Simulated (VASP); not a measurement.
# ZrB2 (dpbe) (P6/mmm) in VASP: vibrations by perturbation theory with PBE

Aim: the vibrations by perturbation theory of ZrB2 (dpbe) with PBE.

All numbers are computed with VASP 6.6.1; they aren't measurements. Logs are shortened: lines on timing, memory, paths and dates and some standing lists are left out, and cuts for length are marked.

## (1) The cell of the first run

Symmetry: P6/mmm, No. 191, hexagonal system. Conventional cell: a = 3.171 Å, b = 3.171 Å, c = 3.543 Å, α = 90.00°, β = 90.00°, γ = 120.00°. Zr (site symmetry 6/mmm) has 12 B at 2.55 Å and 6 Zr at 3.17 Å within 3.4 Å. B (site symmetry -6m2) has 3 B at 1.83 Å within 2.4 Å.

## (2) Vibrations by perturbation theory, PBE

The input, INCAR:

```
ALGO     = Normal         # electronic algorithm
EDIFF    = 1E-8           # SCF threshold, eV
ENCUT    = 520            # plane-wave cutoff, eV
GGA      = PE             # functional
IBRION   = 8              # ionic algorithm
ISIF     = 2              # what is computed and relaxed
ISMEAR   = -1             # smearing method
LASPH    = True           # aspherical terms in the spheres
LCHARG   = True           # write CHGCAR
LREAL    = False          # projectors in reciprocal space
LWAVE    = False          # write WAVECAR
NELM     = 80             # most SCF steps
NSW      = 1              # ionic steps
PREC     = Accurate       # precision mode
SIGMA    = 0.15           # smearing width, eV
```

The input, KPOINTS:

```
k-points
0
Gamma
  12 12 12
```

The input, POSCAR:

```
ZrB2
1.0
    3.1712994720      0.0000000000      0.0000000000
   -1.5856497360      2.7464259057      0.0000000000
    0.0000000000      0.0000000000      3.5426404756
Zr B
1 2
Direct
    0.0000000000      0.0000000000      0.0000000000
    0.3333333333      0.6666666667      0.5000000000
    0.6666666667      0.3333333333      0.5000000000
```

Potentials or basis: VASP PAW PBE potentials, release 64 (Zr_sv, B).

Run with:

```
$ cat potpaw_PBE.64/Zr_sv/POTCAR potpaw_PBE.64/B/POTCAR > POTCAR
$ mpirun -np 1 vasp_std > vasp.out
```

OUTCAR:

```text
EDIFF = 1E-8
   ENCUT = 520
   GGA = PE
   IBRION = 8
   ISIF = 2
   ISMEAR = -1
   LASPH = True
   LREAL = False
   NELM = 80
   NSW = 1
   PREC = Accurate

 ion  position               nearest neighbor table
   1  0.000  0.000  0.000-   2 2.55   3 2.55   2 2.55   3 2.55   2 2.55   2 2.55   3 2.55   3 2.55
                             3 2.55   3 2.55   2 2.55   2 2.55
   2  0.333  0.667  0.500-   3 1.83   3 1.83   3 1.83   1 2.55   1 2.55   1 2.55   1 2.55   1 2.55
                             1 2.55
   3  0.667  0.333  0.500-   2 1.83   2 1.83   2 1.83   1 2.55   1 2.55   1 2.55   1 2.55   1 2.55
                             1 2.55

  LATTYP: Found a hexagonal cell.
 ALAT       =     3.1712994720
 C/A-ratio  =     1.1170942722

  Lattice vectors:

 A1 = (   3.1712994720,   0.0000000000,   0.0000000000)
 A2 = (  -1.5856497360,   2.7464259057,   0.0000000000)
 A3 = (   0.0000000000,   0.0000000000,   3.5426404756)

Analysis of symmetry for initial positions (statically):
=====================================================================
 Subroutine PRICEL returns:
 Original cell was already a primitive cell.

 Routine SETGRP: Setting up the symmetry group for a
 hexagonal supercell.

 Subroutine GETGRP returns: Found 24 space group operations
 (whereof 24 operations were pure point group operations)
 out of a pool of 24 trial point group operations.

The static configuration has the point symmetry D_6h.

Analysis of symmetry for dynamics (positions and initial velocities):
=====================================================================
 Subroutine PRICEL returns:
 Original cell was already a primitive cell.

 Routine SETGRP: Setting up the symmetry group for a
 hexagonal supercell.

 Subroutine GETGRP returns: Found 24 space group operations
 (whereof 24 operations were pure point group operations)
 out of a pool of 24 trial point group operations.

The dynamic configuration has the point symmetry D_6h.

[... 564 lines left out ...]
      0.00000      0.00000      0.00000        -0.000000      0.000000      0.000000
     -0.00000      1.83095      1.77132         0.000000      0.000000      0.000000
      1.58565      0.91548      1.77132        -0.000000      0.000000      0.000000
 -----------------------------------------------------------------------------------
    total drift:                               -0.000000      0.000000      0.000000

  FREE ENERGIE OF THE ION-ELECTRON SYSTEM (eV)
  ---------------------------------------------------
  free  energy   TOTEN  =       -24.9901464980 eV

  energy  without entropy=      -24.9706033370  energy(sigma->0) =      -24.98037492

[... ionic steps 2 to 3 ...]

--------------------------------------- Ionic step        4  -------------------------------------------

------------------------ aborting loop because EDIFF is reached ----------------------------------------
[... 11 lines left out ...]
[... ionic steps 8 to 8 ...]

--------------------------------------- Ionic step        9  -------------------------------------------

 Free energy of the ion-electron system (eV)
  ---------------------------------------------------
  ---------------------------------------------------
  free energy    TOTEN  =        -0.04491841 eV

  energy without entropy =       -0.04491841

------------------------ aborting loop because EDIFF is reached ----------------------------------------

 INTERNAL STRAIN TENSOR  FOR ION    2  DIRECTION 3   (eV/Angst):
 -----------------------------------------------------------------------------
    -0.00330  0.00000  0.00000
     0.00000 -0.00330  0.00000
     0.00000 -0.00000  0.00251

 INTERNAL STRAIN TENSOR FOR ION    3 for displacements in x,y,z  (eV/Angst):
          X           Y           Z          XY          YZ          ZX
  --------------------------------------------------------------------------------
  x     0.00000     0.00000     0.00000    -2.21038     0.00000     0.00000
  y    -2.21038     2.21038     0.00000     0.00000     0.00000     0.00000
  z     0.00000     0.00000     0.00000     0.00000     0.00000     0.00000

 SECOND DERIVATIVES (NOT SYMMETRIZED)
 ------------------------------------
               1X          1Y          1Z          2X          2Y          2Z          3X          3Y          3Z
  1X   -12.928625    0.000000    0.000000    6.464313    0.000000    0.000000    6.464313    0.000000    0.000000
  1Y     0.000000  -12.928625    0.000000    0.000000    6.464313    0.000000    0.000000    6.464313    0.000000
  1Z     0.000000    0.000000  -14.079725    0.000000    0.000000    7.039862    0.000000    0.000000    7.039862
  2X     6.464017    0.000000    0.000000  -14.987689   -0.000000    0.000000    8.523672   -0.000000    0.000000
  2Y     0.000000    6.464017    0.000000    0.000000  -14.987689    0.000000    0.000000    8.523672    0.000000
  2Z    -0.000000   -0.000000    7.030644    0.000000    0.000000   -9.589445    0.000000    0.000000    2.558801
  3X     6.464017    0.000000    0.000000    8.523672   -0.000000    0.000000  -14.987689   -0.000000    0.000000
  3Y     0.000000    6.464017    0.000000    0.000000    8.523672    0.000000    0.000000  -14.987689    0.000000
  3Z    -0.000000   -0.000000    7.030644    0.000000    0.000000    2.558801    0.000000    0.000000   -9.589445

 Eigenvectors and eigenvalues of the dynamical matrix
 ----------------------------------------------------

   1 f  =   23.054552 THz   144.856020 2PiTHz  769.017064 cm-1    95.345921 meV
             X         Y         Z           dx          dy          dz
      0.000000  0.000000  0.000000     0.000000   -0.000000    0.000000
     -0.000000  1.830951  1.771320    -0.707107   -0.000002   -0.000000
      1.585650  0.915475  1.771320     0.707107    0.000002   -0.000000
[... 43 lines left out ...]
   9 f/i=    0.003617 THz     0.022728 2PiTHz    0.120659 cm-1     0.014960 meV
             X         Y         Z           dx          dy          dz
      0.000000  0.000000  0.000000    -0.000000    0.000000    0.898994
     -0.000000  1.830951  1.771320    -0.000000    0.000000    0.309685
      1.585650  0.915475  1.771320    -0.000000    0.000000    0.309685

--------------------------------------------------------------------------------------------------------

 ELASTIC MODULI CONTR FROM IONIC RELAXATION (kBar)
 Direction    XX          YY          ZZ          XY          YZ          ZX
 --------------------------------------------------------------------------------
 XX         -21.5806     21.5806      0.0000      0.0000      0.0000      0.0000
 YY          21.5806    -21.5806      0.0000     -0.0000     -0.0000      0.0000
 ZZ           0.0000      0.0000      0.0000      0.0000      0.0000      0.0000
 XY           0.0000     -0.0000      0.0000    -21.5806      0.0000      0.0000
 YZ           0.0000     -0.0000      0.0000      0.0000     -0.0000      0.0000
 ZX           0.0000      0.0000      0.0000      0.0000      0.0000      0.0000
 --------------------------------------------------------------------------------
```

OSZICAR:

```text
N       E                     dE             d eps       ncg     rms          rms(c)
DAV:   1     0.112095394521E+03    0.11210E+03   -0.99516E+03  3458   0.138E+03
DAV:   2    -0.219767477887E+02   -0.13407E+03   -0.12924E+03  3984   0.336E+02
[... 96 lines left out ...]
RMM:  10    -0.449185696897E-01   -0.85489E-06   -0.20143E-06 11698   0.134E-03    0.289E-05
RMM:  11    -0.449184515245E-01    0.11817E-06   -0.12152E-06 12365   0.722E-04    0.860E-06
RMM:  12    -0.449184394740E-01    0.12051E-07   -0.70109E-07 12321   0.404E-04    0.913E-06
RMM:  13    -0.449184247525E-01    0.14721E-07   -0.46523E-07 11992   0.234E-04    0.497E-06
RMM:  14    -0.449183982750E-01    0.26478E-07   -0.24451E-07 12181   0.138E-04    0.146E-06
RMM:  15    -0.449184149337E-01   -0.16659E-07   -0.16906E-07 11527   0.821E-05    0.221E-06
RMM:  16    -0.449184116123E-01    0.33214E-08   -0.90175E-08 11189   0.515E-05    0.221E-06
 Linear response finished
```

Run time: 38 min. Hardware: 1 thread of AMD EPYC 7R13, shared host; peak memory 0.51 GiB.

What came out:

```
Highest phonon frequency at Γ, LO-TO splitting left out : 769 cm⁻¹
```

Phonon frequencies in cm⁻¹ (negative: imaginary):
```csv
q point,frequencies
"(0.000, 0.000, 0.000)",0 0 0 448 448 468 553 769 769
```
